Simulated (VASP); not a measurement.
# SrO (Fm-3m) in VASP: settings compared

SrO is run at these levels: PBE, revPBE, BLYP; tasks: single point.

All numbers are computed with VASP 6.6.1; they aren't measurements. Logs are shortened: lines on timing, memory, paths and dates and some standing lists are left out, and cuts for length are marked.

### 1 The cell of the first run

The structure is cubic, space group Fm-3m (No. 225). The conventional cell has a = 5.133 Å, b = 5.133 Å, c = 5.133 Å, α = 90.00°, β = 90.00°, γ = 90.00°. Sr (site symmetry m-3m) has 6 O at 2.57 Å within 3.4 Å. O (site symmetry m-3m) has 6 Sr at 2.57 Å within 3.4 Å.

### 2 Single point, PBE

Contents of INCAR:

```
PREC = Accurate ; ENCUT = 520
EDIFF = 1E-6 ; ISMEAR = 0
SIGMA = 0.025 ; LREAL = F
LASPH = T ; NELM = 100
ALGO = Normal ; ISIF = 2
LWAVE = F ; LCHARG = T
GGA = PE ; LELF = T
LVHAR = T ; NBANDS = 15
```

Contents of KPOINTS:

```
Automatic mesh
0
Gamma
  9 9 9
```

Contents of POSCAR:

```
SrO
1.0
    0.0000000000      2.5663000000      2.5663000000
    2.5663000000      0.0000000000      2.5663000000
    2.5663000000      2.5663000000      0.0000000000
Sr O
1 1
Direct
    0.5000000000      0.5000000000      0.5000000000
    0.0000000000      0.0000000000      0.0000000000
```

Potentials or basis: VASP PAW PBE potentials, release 64 (Sr_sv, O).

The run is started by

```sh
$ cat potpaw_PBE.64/Sr_sv/POTCAR potpaw_PBE.64/O/POTCAR > POTCAR
$ mpirun -np 1 vasp_std > vasp.out
```

OUTCAR:

```text
PREC = Accurate
   ENCUT = 520
   EDIFF = 1E-6
   ISMEAR = 0
   LREAL = F
   LASPH = T
   NELM = 100
   ISIF = 2
   GGA = PE

 ion  position               nearest neighbor table
   1  0.500  0.500  0.500-   2 2.57   2 2.57   2 2.57   2 2.57   2 2.57   2 2.57
   2  0.000  0.000  0.000-   1 2.57   1 2.57   1 2.57   1 2.57   1 2.57   1 2.57

  LATTYP: Found a face centered cubic cell.
 ALAT       =     5.1326000000

  Lattice vectors:

 A1 = (   0.0000000000,   2.5663000000,   2.5663000000)
 A2 = (   2.5663000000,   0.0000000000,   2.5663000000)
 A3 = (   2.5663000000,   2.5663000000,   0.0000000000)

Analysis of symmetry for initial positions (statically):
=====================================================================
 Subroutine PRICEL returns:
 Original cell was already a primitive cell.

 Routine SETGRP: Setting up the symmetry group for a
 face centered cubic supercell.

 Subroutine GETGRP returns: Found 48 space group operations
[... 9 lines left out ...]

 Routine SETGRP: Setting up the symmetry group for a
 face centered cubic supercell.

 Subroutine GETGRP returns: Found 48 space group operations
[... 11 lines left out ...]
                                     Primitive cell

  volume of cell :      33.8028

  direct lattice vectors                    reciprocal lattice vectors
     0.000000000  2.566300000  2.566300000    -0.194833028  0.194833028  0.194833028
     2.566300000  0.000000000  2.566300000     0.194833028 -0.194833028  0.194833028
     2.566300000  2.566300000  0.000000000     0.194833028  0.194833028 -0.194833028

  length of vectors
     3.629296265  3.629296265  3.629296265     0.337460704  0.337460704  0.337460704

  position of ions in fractional coordinates (direct lattice)
     0.500000000  0.500000000  0.500000000
     0.000000000  0.000000000  0.000000000

  ion indices of the primitive-cell ions
   primitive index   ion index
                 1           1
                 2           2

----------------------------------------------------------------------------------------

 KPOINTS: Automatic mesh

Automatic generation of k-mesh.
 Grid dimensions read from file:
 generate k-points for:    9    9    9

 Generating k-lattice:

  Cartesian coordinates                     Fractional coordinates (reciprocal lattice)
    -0.021648114  0.021648114  0.021648114     0.111111111  0.000000000  0.000000000
     0.021648114 -0.021648114  0.021648114     0.000000000  0.111111111  0.000000000
     0.021648114  0.021648114 -0.021648114     0.000000000  0.000000000  0.111111111

[... 59 lines left out ...]
   NSW    =      0    number of steps for IOM
   IBRION =     -1    ionic relax: 0-MD 1-quasi-New 2-CG
   NFREE  =      0    steps in history (QN), initial steepest desc. (CG)
   ISIF   =      2    stress and relaxation
   ISYM   =      2    0-nonsym 1-usesym 2-fastsym
   POTIM  = 0.5000    time-step for ionic-motion
   TEBEG  =    0.0;   TEEND  =   0.0 temperature during run
   PSTRESS=    0.0 pullay stress
   NELECT =      16.0000    total number of electrons
   NUPDOWN=      -1.0000    fix difference up-down
   EMIN   =  10.00;   EMAX   =-10.00  energy-range for DOS
   EFERMI =   0.00;   METHOD = LEGACY
   ISMEAR =     0;   SIGMA  =   0.03  broadening in eV -4-tet -1-fermi 0-gaus
   EFERMI_NEDOS =   21; number of points for ismear=-14 and -15
   IALGO  =     38    algorithm
   IMIX   =      4    mixing-type and parameters
     AMIX     =   0.40;   BMIX     =  1.00
     AMIX_MAG =   1.60;   BMIX_MAG =  1.00
  volume/ion in A,a.u.               =      16.90       114.06
  Fermi-wavevector in a.u.,A,eV,Ry     =   1.275843  2.410995 22.147245  1.627777
  Thomas-Fermi vector in A             =   2.408533
   LORBIT       =      0    0 simple, 1 ext, 2 COOP (PROOUT), +10 PAW based schemes
   GGA     = PE    functional components
   LHFCALC =     F    Hartree Fock is set to
   AEXX    =    0.0000 exact exchange contribution
   IVDW    =     0    specifies the selected vdW correction
   LEPSILON=     F    determine dielectric tensor
   LRPA    =     F    only Hartree local field effects (RPA)
 non-spin polarized calculation
 Gauss-broadening in eV      SIGMA  =   0.03
  energy-cutoff  :      520.00
  volume of cell :       33.80
 maximum number of plane-waves:       941
   NGX = 13   NGY = 13   NGZ = 13

 number of electron      15.9999996 magnetization

 Free energy of the ion-electron system (eV)
  ---------------------------------------------------
  ext. energy  EPLUGINS =         0.00000000
  ---------------------------------------------------
  free energy    TOTEN  =       -12.03701882 eV

  energy without entropy =      -12.03701882  energy(sigma->0) =      -12.03701882

 E-fermi :   1.9304     XC(G=0): -10.0524

 val. band max:        1.6892917267   @ k =   0.0000   0.0000   0.0000
 cond. band min:       5.0090644143   @ k =   0.4444   0.4444   0.0000
 fundamental gap:      3.3197726876
 Fermi energy:         1.9304369202

 k-point     1 :       0.0000    0.0000    0.0000
  band No.  band energies     occupation
      1     -30.6804      2.00000
      2     -13.4084      2.00000
      3     -12.3125      2.00000
      4     -12.3125      2.00000
      5     -12.3125      2.00000
      6       1.6893      2.00000
      7       1.6893      2.00000
      8       1.6893      2.00000
      9       5.7119      0.00000
     10       7.9121      0.00000
     11       7.9121      0.00000
     12       7.9121      0.00000
     13      10.0916      0.00000
     14      10.0916      0.00000
[... 401 lines left out ...]
      2     -13.6834      2.00000
      3     -12.9345      2.00000
      4     -12.6737      2.00000
      5     -12.6737      2.00000
      6       1.1557      2.00000
      7       1.5970      2.00000
      8       1.5970      2.00000
      9       5.0091      0.00000
     10       9.4193      0.00000
     11      11.8280      0.00000
     12      12.1120      0.00000
     13      12.6486      0.00000
     14      12.6486      0.00000
     15      15.8627      0.00000

 [... further k-points ...]
[... 5 lines left out ...]
  --------------------------------------------------------------------------------------
  -------------------------------------------------------------------------------------
  Total        0.8281785      0.8281785      0.8281785     -0.0000000      0.0000000      0.0000000
  in kB       39.2538498     39.2538498     39.2538498     -0.0000000      0.0000000      0.0000000
  external PRESSURE =      39.2538498 kB  Pullay stress =       0.0000000 kB

 VOLUME and BASIS-vectors are now :
 -----------------------------------------------------------------------------
  energy-cutoff  :      520.00
  volume of cell :       33.80
      direct lattice vectors                 reciprocal lattice vectors
     0.000000000  2.566300000  2.566300000    -0.194833028  0.194833028  0.194833028
     2.566300000  0.000000000  2.566300000     0.194833028 -0.194833028  0.194833028
     2.566300000  2.566300000  0.000000000     0.194833028  0.194833028 -0.194833028

 POSITION                                       TOTAL-FORCE (eV/Angst)
 -----------------------------------------------------------------------------------
      2.56630      2.56630      2.56630        -0.000000      0.000000     -0.000000
      0.00000      0.00000      0.00000         0.000000     -0.000000      0.000000
 -----------------------------------------------------------------------------------
    total drift:                                0.000000      0.000000      0.000000

  FREE ENERGIE OF THE ION-ELECTRON SYSTEM (eV)
  ---------------------------------------------------
  free  energy   TOTEN  =       -12.0370188185 eV

  energy  without entropy=      -12.0370188185  energy(sigma->0) =      -12.03701882
```

Run time: 30 s. Hardware: 1 thread of Intel Xeon 8259CL, shared host; peak memory 0.16 GiB.

What came out:

| Item | Value |
| --- | --- |
| Free energy | -12.0370 eV |
| Pressure | 3.9 GPa |
| Band gap on the k mesh | 3.32 eV, indirect (least direct gap 3.41 eV) |

A k mesh can miss the band edges. As with any semilocal functional, this PBE gap is likely too small.

### 3 Single point, revPBE

Contents of INCAR:

```
PREC = Accurate
ENCUT = 520
EDIFF = 1E-6
ISMEAR = -1
SIGMA = 0.05
LREAL = F
LASPH = T
NELM = 60
ALGO = Normal
ISIF = 2
LWAVE = F
LCHARG = F
GGA = RE
NBANDS = 15
```

KPOINTS is that of step 2.

POSCAR is that of step 2.

Potentials or basis: VASP PAW PBE potentials, release 64 (Sr_sv, O).

The run is started by

```sh
$ cat potpaw_PBE.64/Sr_sv/POTCAR potpaw_PBE.64/O/POTCAR > POTCAR
$ mpirun -np 1 vasp_std > vasp.out
```

Wall time 30 s (1 thread of Intel Xeon 8259CL, shared host); peak memory 0.17 GiB.

It converged, with:

```
Free energy            : -11.4200 eV
Pressure               : 6.2 GPa
Band gap on the k mesh : 3.41 eV, indirect (least direct gap 3.50 eV)
```

Levels at points of the mesh, in eV from the valence-band top:
```csv
k point,band 5,band 6,band 7,band 8,band 9,band 10,band 11,band 12
"(0.00, 0.00, 0.00)",-14.08,0.00,0.00,0.00,4.15,6.27,6.27,6.27
```

Caveat: the PAW data sets were made with another functional, which shifts forces and pressure a little.

### 4 Single point, BLYP

This run uses another cell than the first one, of 18.07 Å³/atom, 1.069 times its volume.

Contents of INCAR:

```
AGGAC    = 1.0          
AGGAX    = 1.0          
ALDAC    = 0.0          
ALDAX    = 1.0          
ALGO     = Normal         # electronic algorithm
EDIFF    = 1E-7           # SCF threshold, eV
ENCUT    = 520            # plane-wave cutoff, eV
GGA      = B5             # functional
ISIF     = 2              # what is computed and relaxed
ISMEAR   = -1             # smearing method
LASPH    = T              # aspherical terms in the spheres
LCHARG   = F              # write CHGCAR
LREAL    = F              # projectors in reciprocal space
LWAVE    = F              # write WAVECAR
NBANDS   = 15             # bands
NELM     = 80             # most SCF steps
PREC     = Accurate       # precision mode
SIGMA    = 0.05           # smearing width, eV
```

Contents of KPOINTS:

```
k-points
0
Gamma
  9 9 9
```

Contents of POSCAR:

```
SrO
1.0
    0.0000000000      2.6239149636      2.6239149636
    2.6239149636      0.0000000000      2.6239149636
    2.6239149636      2.6239149636      0.0000000000
Sr O
1 1
Direct
    0.5000000000      0.5000000000      0.5000000000
    0.0000000000      0.0000000000      0.0000000000
```

Potentials or basis: VASP PAW PBE potentials, release 64 (Sr_sv, O).

The run is started by

```sh
$ cat potpaw_PBE.64/Sr_sv/POTCAR potpaw_PBE.64/O/POTCAR > POTCAR
$ mpirun -np 1 vasp_std > vasp.out
```

OUTCAR:

```text
EDIFF = 1E-7
   ENCUT = 520
   GGA = B5
   ISIF = 2
   ISMEAR = -1
   LASPH = T
   LREAL = F
   NELM = 80
   PREC = Accurate

 ion  position               nearest neighbor table
   1  0.500  0.500  0.500-   2 2.62   2 2.62   2 2.62   2 2.62   2 2.62   2 2.62
   2  0.000  0.000  0.000-   1 2.62   1 2.62   1 2.62   1 2.62   1 2.62   1 2.62

  LATTYP: Found a face centered cubic cell.
 ALAT       =     5.2478299272

  Lattice vectors:

[... 607 lines left out ...]
      8       1.6065      2.00000
      9       5.2004      0.00000
     10       9.0146      0.00000
     11      11.3869      0.00000
     12      11.8143      0.00000
     13      12.0630      0.00000
     14      12.0630      0.00000
     15      15.0048      0.00000

 [... further k-points ...]
[... 5 lines left out ...]
  --------------------------------------------------------------------------------------
  -------------------------------------------------------------------------------------
  Total        0.1058501      0.1058501      0.1058501      0.0000000      0.0000000      0.0000000
  in kB        4.6937805      4.6937805      4.6937805      0.0000000      0.0000000      0.0000000
  external PRESSURE =       4.6937805 kB  Pullay stress =       0.0000000 kB

 VOLUME and BASIS-vectors are now :
 -----------------------------------------------------------------------------
  energy-cutoff  :      520.00
  volume of cell :       36.13
      direct lattice vectors                 reciprocal lattice vectors
     0.000000000  2.623914964  2.623914964    -0.190554956  0.190554956  0.190554956
     2.623914964  0.000000000  2.623914964     0.190554956 -0.190554956  0.190554956
     2.623914964  2.623914964  0.000000000     0.190554956  0.190554956 -0.190554956

 POSITION                                       TOTAL-FORCE (eV/Angst)
 -----------------------------------------------------------------------------------
      2.62391      2.62391      2.62391         0.000000     -0.000000      0.000000
      0.00000      0.00000      0.00000        -0.000000      0.000000     -0.000000
 -----------------------------------------------------------------------------------
    total drift:                                0.000000      0.000000      0.000000

  FREE ENERGIE OF THE ION-ELECTRON SYSTEM (eV)
  ---------------------------------------------------
  free  energy   TOTEN  =       -11.5016543379 eV

  energy  without entropy=      -11.5016543379  energy(sigma->0) =      -11.50165434
```

OSZICAR:

```text
N       E                     dE             d eps       ncg     rms          rms(c)
DAV:   1     0.606789928457E+02    0.60679E+02   -0.77821E+03  1050   0.100E+03
DAV:   2    -0.105215250790E+02   -0.71201E+02   -0.66206E+02  1458   0.212E+02
DAV:   3    -0.140750794066E+02   -0.35536E+01   -0.35429E+01  1565   0.404E+01
DAV:   4    -0.141317282155E+02   -0.56649E-01   -0.56637E-01  1309   0.405E+00
DAV:   5    -0.141321927467E+02   -0.46453E-03   -0.46453E-03  1370   0.311E-01    0.146E+01
DAV:   6    -0.117041530466E+02    0.24280E+01   -0.84562E+00  1085   0.206E+01    0.178E+01
DAV:   7    -0.115260343596E+02    0.17812E+00   -0.38395E-01  1204   0.520E+00    0.102E+01
DAV:   8    -0.115012171538E+02    0.24817E-01   -0.13912E-01  1295   0.360E+00    0.327E-01
DAV:   9    -0.115012981731E+02   -0.81019E-04   -0.87553E-03  1244   0.656E-01    0.224E-01
DAV:  10    -0.115014794489E+02   -0.18128E-03   -0.46295E-04  1183   0.224E-01    0.119E-01
DAV:  11    -0.115016410395E+02   -0.16159E-03   -0.14953E-04  1134   0.959E-02    0.300E-02
DAV:  12    -0.115016542649E+02   -0.13225E-04   -0.10443E-05  1241   0.276E-02    0.631E-03
DAV:  13    -0.115016541905E+02    0.74457E-07   -0.13507E-06  1155   0.118E-02    0.405E-03
DAV:  14    -0.115016543124E+02   -0.12195E-06   -0.10128E-07  1016   0.288E-03    0.847E-04
DAV:  15    -0.115016543379E+02   -0.25473E-07   -0.16303E-08   574   0.112E-03
   1 F= -.11501654E+02 E0= -.11501654E+02  d E =-.541510E-11
```

Run time: 57 s. Hardware: 1 thread of Intel Xeon 8259CL, shared host; peak memory 0.17 GiB.

Results:

- Free energy: -11.5017 eV
- Pressure: 0.5 GPa
- Band gap on the k mesh: 3.47 eV, indirect (least direct gap 3.59 eV)

Levels at points of the mesh, in eV from the valence-band top:
| k point | band 6 | band 7 | band 8 | band 9 | band 10 | band 11 |
| --- | --- | --- | --- | --- | --- | --- |
| (0.00, 0.00, 0.00) | 0.00 | 0.00 | 0.00 | 3.79 | 6.07 | 6.07 |

Caveat: the PAW data sets were made with another functional, which shifts forces and pressure a little. A k mesh can miss the band edges.

### 5 The runs side by side

| level | cell | smearing | gap on the mesh (eV) | pressure (GPa) |
| --- | --- | --- | --- | --- |
| PBE | a = 3.629 Å, angles 60.0°, 2 atoms | gaussian 0.025 eV | 3.32 | 3.9 |
| revPBE | a = 3.629 Å, angles 60.0°, 2 atoms | fermi-dirac 0.05 eV | 3.41 | 6.2 |
| BLYP | a = 3.711 Å, angles 60.0°, 2 atoms | fermi-dirac 0.05 eV | 3.47 | 0.5 |

Alike in all rows: task single point; potentials or basis VASP PAW PBE potentials, release 64 (Sr_sv, O); no spin polarisation; k mesh 9 × 9 × 9; cutoff (eV) 520.

Caveats: the PAW data sets were made with another functional, which shifts forces and pressure a little (some runs).

Total energies depend on the potentials used, so only differences within one code and one set of settings carry meaning.
